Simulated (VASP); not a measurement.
# MgO (Fm-3m) in VASP: a series of runs

MgO is run at these levels: PBE; tasks: single point.

All numbers are computed with VASP 6.6.1; they aren't measurements. Logs are shortened: lines on timing, memory, paths and dates and some standing lists are left out, and cuts for length are marked.

## 1. The cell of the first run

The structure is cubic, space group Fm-3m (No. 225). The conventional cell has a = 4.343 Å, b = 4.343 Å, c = 4.343 Å, α = 90.00°, β = 90.00°, γ = 90.00°. Within 2.9 Å of Mg (site symmetry m-3m) lie 6 O at 2.17 Å. O (site symmetry m-3m) has 6 Mg at 2.17 Å within 2.9 Å.

## 2. Single point, PBE

File INCAR:

```
SYSTEM = MgO
  PREC = Accurate
  ENCUT = 600
  EDIFF = 1E-6
  ISMEAR = -1
  SIGMA = 0.1
  LREAL = .False.
  LASPH = .True.
  NELM = 120
  ALGO = Normal
  ISIF = 2
  LWAVE = .False.
  LCHARG = .False.
  GGA = PE
  NBANDS = 11
  GGA_COMPAT = .False.
```

File KPOINTS:

```
Automatic mesh
0
Gamma
  8 8 8
  0 0 0
```

File POSCAR:

```
MgO
1.0
    0.0000000000      2.1715000000      2.1715000000
    2.1715000000      0.0000000000      2.1715000000
    2.1715000000      2.1715000000      0.0000000000
Mg O
1 1
Direct
    0.0000000000      0.0000000000      0.0000000000
    0.5000000000      0.5000000000      0.5000000000
```

Potentials or basis: VASP PAW PBE potentials, release 64 (Mg, O).

The run is started by

```
$ cat potpaw_PBE.64/Mg/POTCAR potpaw_PBE.64/O/POTCAR > POTCAR
$ mpirun -np 1 vasp_std > vasp.out
```

OUTCAR:

```text
SYSTEM = MgO
   PREC = Accurate
   ENCUT = 600
   EDIFF = 1E-6
   ISMEAR = -1
   LREAL = .False.
   LASPH = .True.
   NELM = 120
   ISIF = 2
   GGA = PE

 ion  position               nearest neighbor table
   1  0.000  0.000  0.000-   2 2.17   2 2.17   2 2.17   2 2.17   2 2.17   2 2.17
   2  0.500  0.500  0.500-   1 2.17   1 2.17   1 2.17   1 2.17   1 2.17   1 2.17

  LATTYP: Found a face centered cubic cell.
 ALAT       =     4.3430000000

  Lattice vectors:

 A1 = (   0.0000000000,   2.1715000000,   2.1715000000)
 A2 = (   2.1715000000,   0.0000000000,   2.1715000000)
 A3 = (   2.1715000000,   2.1715000000,   0.0000000000)

Analysis of symmetry for initial positions (statically):
=====================================================================
 Subroutine PRICEL returns:
 Original cell was already a primitive cell.

 Routine SETGRP: Setting up the symmetry group for a
 face centered cubic supercell.

 Subroutine GETGRP returns: Found 48 space group operations
 (whereof 48 operations were pure point group operations)
 out of a pool of 48 trial point group operations.

The static configuration has the point symmetry O_h .

Analysis of symmetry for dynamics (positions and initial velocities):
=====================================================================
 Subroutine PRICEL returns:
 Original cell was already a primitive cell.

 Routine SETGRP: Setting up the symmetry group for a
 face centered cubic supercell.

 Subroutine GETGRP returns: Found 48 space group operations
 (whereof 48 operations were pure point group operations)
 out of a pool of 48 trial point group operations.

The dynamic configuration has the point symmetry O_h .

 Subroutine INISYM returns: Found 48 space group operations
 (whereof 48 operations are pure point group operations),
 and found     1 'primitive' translations

----------------------------------------------------------------------------------------

                                     Primitive cell

  volume of cell :      20.4790

  direct lattice vectors                    reciprocal lattice vectors
     0.000000000  2.171500000  2.171500000    -0.230255584  0.230255584  0.230255584
     2.171500000  0.000000000  2.171500000     0.230255584 -0.230255584  0.230255584
     2.171500000  2.171500000  0.000000000     0.230255584  0.230255584 -0.230255584

  length of vectors
     3.070964751  3.070964751  3.070964751     0.398814370  0.398814370  0.398814370

  position of ions in fractional coordinates (direct lattice)
     0.000000000  0.000000000  0.000000000
     0.500000000  0.500000000  0.500000000

  ion indices of the primitive-cell ions
   primitive index   ion index
                 1           1
                 2           2

----------------------------------------------------------------------------------------

 KPOINTS: Automatic mesh

Automatic generation of k-mesh.
 Grid dimensions read from file:
 generate k-points for:    8    8    8

 Generating k-lattice:

  Cartesian coordinates                     Fractional coordinates (reciprocal lattice)
    -0.028781948  0.028781948  0.028781948     0.125000000  0.000000000  0.000000000
     0.028781948 -0.028781948  0.028781948     0.000000000  0.125000000  0.000000000
     0.028781948  0.028781948 -0.028781948     0.000000000  0.000000000  0.125000000

  Length of vectors
     0.049851796  0.049851796  0.049851796

  Shift w.r.t. Gamma in fractional coordinates (k-lattice)
     0.000000000  0.000000000  0.000000000

 Subroutine IBZKPT returns following result:
 ===========================================

 Found     29 irreducible k-points:

 Following reciprocal coordinates:
            Coordinates               Weight
  0.000000  0.000000  0.000000      1.000000
  0.125000  0.000000  0.000000      8.000000
  0.250000  0.000000  0.000000      8.000000
  0.375000  0.000000  0.000000      8.000000
  0.500000  0.000000  0.000000      4.000000
  0.125000  0.125000  0.000000      6.000000
[... 16 lines left out ...]
  0.500000  0.250000  0.125000     48.000000
 -0.375000  0.250000  0.125000     24.000000
 [... further k-points ...]
   k-points           NKPTS =     29   k-points in BZ     NKDIM =     29   number of bands    NBANDS=     11
   number of dos      NEDOS =    301   number of ions     NIONS =      2
   total plane-waves  NPLWV =  21952
   dimension x,y,z NGX =    28 NGY =   28 NGZ =   28
   dimension x,y,z NGXF=    56 NGYF=   56 NGZF=   56
   ions per type =               1   1
   NGX,Y,Z   is equivalent  to a cutoff of  15.16, 15.16, 15.16 a.u.
   NGXF,Y,Z  is equivalent  to a cutoff of  30.32, 30.32, 30.32 a.u.
 SYSTEM =  MgO
   PREC   = accura    normal or accurate (medium, high low for compatibility)
   ISTART =      0    job   : 0-new  1-cont  2-samecut
   ICHARG =      2    charge: 1-file 2-atom 10-const
   ISPIN  =      1    spin polarized calculation?
   LNONCOLLINEAR =      F non collinear calculations
   LSORBIT =      F    spin-orbit coupling
   LASPH  =      T    aspherical Exc in radial PAW
   ENCUT  =  600.0 eV  44.10 Ry    6.64 a.u.   6.13  6.13  6.13*2*pi/ulx,y,z
   NELM   =    120;   NELMIN=  2; NELMDL= -5     # of ELM steps
   EDIFF  = 0.1E-05   stopping-criterion for ELM
   LREAL  =      F    real-space projection
   EDIFFG = 0.1E-04   stopping-criterion for IOM
   NSW    =      0    number of steps for IOM
   IBRION =     -1    ionic relax: 0-MD 1-quasi-New 2-CG
   NFREE  =      0    steps in history (QN), initial steepest desc. (CG)
   ISIF   =      2    stress and relaxation
   ISYM   =      2    0-nonsym 1-usesym 2-fastsym
   POTIM  = 0.5000    time-step for ionic-motion
   TEBEG  =    0.0;   TEEND  =   0.0 temperature during run
   PSTRESS=    0.0 pullay stress
   NELECT =       8.0000    total number of electrons
   NUPDOWN=      -1.0000    fix difference up-down
   EMIN   =  10.00;   EMAX   =-10.00  energy-range for DOS
   EFERMI =   0.00;   METHOD = LEGACY
   ISMEAR =    -1;   SIGMA  =   0.10  broadening in eV -4-tet -1-fermi 0-gaus
   EFERMI_NEDOS =   21; number of points for ismear=-14 and -15
   IALGO  =     38    algorithm
   IMIX   =      4    mixing-type and parameters
     AMIX     =   0.40;   BMIX     =  1.00
     AMIX_MAG =   1.60;   BMIX_MAG =  1.00
  volume/ion in A,a.u.               =      10.24        69.10
  Fermi-wavevector in a.u.,A,eV,Ry     =   1.196745  2.261520 19.486248  1.432199
  Thomas-Fermi vector in A             =   2.332678
   LORBIT       =      0    0 simple, 1 ext, 2 COOP (PROOUT), +10 PAW based schemes
   GGA     = PE    functional components
   LHFCALC =     F    Hartree Fock is set to
   AEXX    =    0.0000 exact exchange contribution
   IVDW    =     0    specifies the selected vdW correction
   LEPSILON=     F    determine dielectric tensor
   LRPA    =     F    only Hartree local field effects (RPA)
 non-spin polarized calculation
  energy-cutoff  :      600.00
  volume of cell :       20.48
 maximum number of plane-waves:       701
 NGX is ok and might be reduce to    28
   NGX = 13   NGY = 13   NGZ = 13

 number of electron       8.0000001 magnetization

 Free energy of the ion-electron system (eV)
  ---------------------------------------------------
  ext. energy  EPLUGINS =         0.00000000
  ---------------------------------------------------
  free energy    TOTEN  =       -11.87694609 eV

  energy without entropy =      -11.87694609  energy(sigma->0) =      -11.87694609

 E-fermi :   4.5702     XC(G=0): -10.6520

 val. band max:        2.5292178641   @ k =   0.0000   0.0000   0.0000
 cond. band min:       6.4131540385   @ k =   0.0000   0.0000   0.0000
 fundamental gap:      3.8839361745
 Fermi energy:         4.5702002848

 k-point     1 :       0.0000    0.0000    0.0000
  band No.  band energies     occupation
      1     -14.2893      2.00000
      2       2.5292      2.00000
      3       2.5292      2.00000
      4       2.5292      2.00000
      5       6.4132      0.00000
      6      17.8075      0.00000
      7      17.8075      0.00000
      8      17.8075      0.00000
      9      21.4881      0.00000
     10      23.1609      0.00000
     11      23.1609      0.00000

 k-point     2 :       0.1250    0.0000    0.0000
  band No.  band energies     occupation
      1     -14.1511      2.00000
      2       1.6059      2.00000
      3       2.4419      2.00000
      4       2.4419      2.00000
      5       7.3383      0.00000
      6      16.1550      0.00000
      7      18.1105      0.00000
      8      18.1105      0.00000
      9      22.0349      0.00000
     10      22.0349      0.00000
     11      23.3075      0.00000

 k-point     3 :       0.2500    0.0000    0.0000
  band No.  band energies     occupation
      1     -13.7952      2.00000
      2       0.0377      2.00000
      3       2.2393      2.00000
      4       2.2393      2.00000
      5       8.8111      0.00000
      6      14.5203      0.00000
      7      18.4194      0.00000
      8      18.4194      0.00000
      9      21.6735      0.00000
     10      21.6735      0.00000
     11      23.0460      0.00000

 k-point     4 :       0.3750    0.0000    0.0000
  band No.  band energies     occupation
      1     -13.4004      2.00000
      2      -1.2184      2.00000
      3       2.0480      2.00000
      4       2.0480      2.00000
      5       9.6768      0.00000
      6      14.0403      0.00000
      7      18.1088      0.00000
      8      18.1088      0.00000
      9      22.3384      0.00000
     10      22.9357      0.00000
     11      22.9357      0.00000
[... 239 lines left out ...]
 k-point    22 :       0.3750    0.2500    0.1250
  band No.  band energies     occupation
      1     -13.5405      2.00000
      2      -0.2776      2.00000
      3       1.4973      2.00000
      4       1.9926      2.00000
      5      10.1374      0.00000
      6      13.6267      0.00000
      7      16.5991      0.00000
      8      19.0175      0.00000
      9      19.7886      0.00000
     10      23.8976      0.00000
     11      26.8208      0.00000

 k-point    23 :       0.5000    0.2500    0.1250
  band No.  band energies     occupation
      1     -13.2301      2.00000
      2      -0.8779      2.00000
      3       0.9788      2.00000
      4       1.7674      2.00000
      5      11.2524      0.00000
      6      13.5452      0.00000
      7      15.4676      0.00000
      8      18.5760      0.00000
      9      21.2204      0.00000
     10      23.7617      0.00000
     11      27.0764      0.00000

 k-point    24 :      -0.3750    0.2500    0.1250
  band No.  band energies     occupation
      1     -13.0937      2.00000
      2      -1.1270      2.00000
      3       0.7905      2.00000
      4       1.6588      2.00000
      5      11.5627      0.00000
      6      13.8217      0.00000
      7      15.1023      0.00000
      8      18.3302      0.00000
      9      21.9947      0.00000
     10      23.3967      0.00000
     11      27.2509      0.00000

 [... further k-points ...]
[... 5 lines left out ...]
  --------------------------------------------------------------------------------------
  -------------------------------------------------------------------------------------
  Total       -1.1700122     -1.1700122     -1.1700122      0.0000000      0.0000000     -0.0000000
  in kB      -91.5359068    -91.5359068    -91.5359068      0.0000000      0.0000000     -0.0000000
  external PRESSURE =     -91.5359068 kB  Pullay stress =       0.0000000 kB

 VOLUME and BASIS-vectors are now :
 -----------------------------------------------------------------------------
  energy-cutoff  :      600.00
  volume of cell :       20.48
      direct lattice vectors                 reciprocal lattice vectors
     0.000000000  2.171500000  2.171500000    -0.230255584  0.230255584  0.230255584
     2.171500000  0.000000000  2.171500000     0.230255584 -0.230255584  0.230255584
     2.171500000  2.171500000  0.000000000     0.230255584  0.230255584 -0.230255584

 POSITION                                       TOTAL-FORCE (eV/Angst)
 -----------------------------------------------------------------------------------
      0.00000      0.00000      0.00000         0.000000      0.000000     -0.000000
      2.17150      2.17150      2.17150        -0.000000     -0.000000      0.000000
 -----------------------------------------------------------------------------------
    total drift:                                0.000000      0.000000      0.000000

  FREE ENERGIE OF THE ION-ELECTRON SYSTEM (eV)
  ---------------------------------------------------
  free  energy   TOTEN  =       -11.8769460874 eV

  energy  without entropy=      -11.8769460872  energy(sigma->0) =      -11.87694609
```

It took 12 s on 1 thread of AMD EPYC 7R43 (Zen 3), shared host; peak memory 0.12 GiB.

What came out:

```yaml
Free_energy: -11.8769 eV
Pressure: -9.2 GPa
Band_gap_on_the_k_mesh: 3.88 eV, direct
```

## 3. Single point, PBE

File INCAR:

```
SYSTEM = MgO
PREC     = Accurate       ! precision mode
ENCUT    = 600            ! plane-wave cutoff, eV
EDIFF    = 1E-6           ! SCF threshold, eV
ISMEAR   = -1             ! smearing method
SIGMA    = 5E-4           ! smearing width, eV
LREAL    = .False.        ! projectors in reciprocal space
LASPH    = .True.         ! aspherical terms in the spheres
NELM     = 120            ! most SCF steps
ALGO     = Normal         ! electronic algorithm
ISIF     = 2              ! what is computed and relaxed
LWAVE    = .False.        ! write WAVECAR
LCHARG   = .False.        ! write CHGCAR
GGA      = PE             ! functional
NBANDS   = 11             ! bands
GGA_COMPAT= .False.
```

File KPOINTS:

```
regular mesh
0
Gamma
  8 8 8
  0 0 0
```

POSCAR is that of step 2.

Potentials or basis: VASP PAW PBE potentials, release 64 (Mg, O).

The run is started by

```
$ cat potpaw_PBE.64/Mg/POTCAR potpaw_PBE.64/O/POTCAR > POTCAR
$ mpirun -np 1 vasp_std > vasp.out
```

It took 11 s on 1 thread of AMD EPYC 7R43 (Zen 3), shared host; peak memory 0.13 GiB.

Results (log left out):

```
Free energy            : -11.8769 eV
Pressure               : -9.2 GPa
Band gap on the k mesh : 3.88 eV, direct
```

Levels at points of the mesh, in eV from the valence-band top:
```
           k point  band 2  band 3  band 4  band 5  band 6  band 7
(0.00, 0.00, 0.00)    0.00    0.00    0.00    3.88   15.28   15.28
(0.50, 0.00, 0.00)   -4.23   -0.56   -0.56    7.33   11.58   15.38
(0.50, 0.50, 0.00)   -3.72   -1.22   -1.22    9.00    9.01   12.15
```

## 4. Single point, PBE

File INCAR:

```
ALGO     = Normal         # electronic algorithm
EDIFF    = 1E-6           # SCF threshold, eV
ENCUT    = 600            # plane-wave cutoff, eV
GGA      = PE             # functional
GGA_COMPAT= F            
ISIF     = 2              # what is computed and relaxed
ISMEAR   = -1             # smearing method
LASPH    = T              # aspherical terms in the spheres
LCHARG   = F              # write CHGCAR
LREAL    = F              # projectors in reciprocal space
LWAVE    = F              # write WAVECAR
NBANDS   = 11             # bands
NELM     = 120            # most SCF steps
PREC     = Accurate       # precision mode
SIGMA    = 0.1            # smearing width, eV
```

File KPOINTS:

```
k-points
0
Gamma
  8 8 8
```

POSCAR is that of step 3.

The run is started by

```
$ cat potpaw_PBE.64/Mg/POTCAR potpaw_PBE.64/O/POTCAR > POTCAR
$ mpirun -np 1 vasp_std > vasp.out
```

Wall time 10 s (1 thread of AMD EPYC 7R43 (Zen 3), shared host); peak memory 0.13 GiB.

It converged, with:

```
Free energy            : -11.8769 eV
Pressure               : -9.2 GPa
Band gap on the k mesh : 3.88 eV, direct
```

Levels at points of the mesh, in eV from the valence-band top:
| k point | band 1 | band 2 | band 3 | band 4 | band 5 | band 6 | band 7 | band 8 |
| --- | --- | --- | --- | --- | --- | --- | --- | --- |
| (0.00, 0.00, 0.00) | -16.82 | 0.00 | 0.00 | 0.00 | 3.88 | 15.28 | 15.28 | 15.28 |
| (0.50, 0.00, 0.00) | -15.75 | -4.23 | -0.56 | -0.56 | 7.33 | 11.58 | 15.38 | 15.38 |
| (0.50, 0.50, 0.00) | -15.53 | -3.72 | -1.22 | -1.22 | 9.00 | 9.01 | 12.15 | 17.61 |

Expect the measured gap to be larger: semilocal functionals such as PBE lack the derivative discontinuity.

## 5. Single point, PBE

File INCAR:

```
SYSTEM = MgO
PREC = Accurate
ENCUT = 600
EDIFF = 1E-6
ISMEAR = -1
SIGMA = 0.001
LREAL = .False.
LASPH = .True.
NELM = 120
ALGO = Normal
ISIF = 2
LWAVE = .False.
LCHARG = .False.
GGA = PE
NBANDS = 11
GGA_COMPAT = .False.
```

File KPOINTS:

```
Automatic mesh
0
Gamma
  8 8 8
  0 0 0
```

POSCAR is that of step 4.

The run is started by

```
$ cat potpaw_PBE.64/Mg/POTCAR potpaw_PBE.64/O/POTCAR > POTCAR
$ mpirun -np 1 vasp_std > vasp.out
```

Wall time 11 s (1 thread of AMD EPYC 7R43 (Zen 3), shared host); peak memory 0.13 GiB.

It converged, with:

| Item | Value |
| --- | --- |
| Free energy | -11.8769 eV |
| Pressure | -9.2 GPa |
| Band gap on the k mesh | 3.88 eV, direct |

Levels at points of the mesh, in eV from the valence-band top:
| k point | band 1 | band 2 | band 3 | band 4 | band 5 | band 6 | band 7 | band 8 | band 9 |
| --- | --- | --- | --- | --- | --- | --- | --- | --- | --- |
| (0.00, 0.00, 0.00) | -16.82 | 0.00 | 0.00 | 0.00 | 3.88 | 15.28 | 15.28 | 15.28 | 18.96 |
| (0.50, 0.00, 0.00) | -15.75 | -4.23 | -0.56 | -0.56 | 7.33 | 11.58 | 15.38 | 15.38 | 19.55 |
| (0.50, 0.50, 0.00) | -15.53 | -3.72 | -1.22 | -1.22 | 9.00 | 9.01 | 12.15 | 17.61 | 17.61 |

## 6. Summary

```csv
smearing,gap on the mesh (eV),pressure (GPa)
fermi-dirac 0.1 eV,3.88,-9.2
fermi-dirac 0.0005 eV,3.88,-9.2
fermi-dirac 0.001 eV,3.88,-9.2
```

Alike in all rows: task single point; level PBE; potentials or basis VASP PAW PBE potentials, release 64 (Mg, O); no spin polarisation; cell as given; k mesh 8 × 8 × 8; cutoff (eV) 600.

On the cell as given the gap runs from 3.88 eV (PBE) to 3.88 eV (PBE).

Total energies depend on the potentials used, so only differences within one code and one set of settings carry meaning.
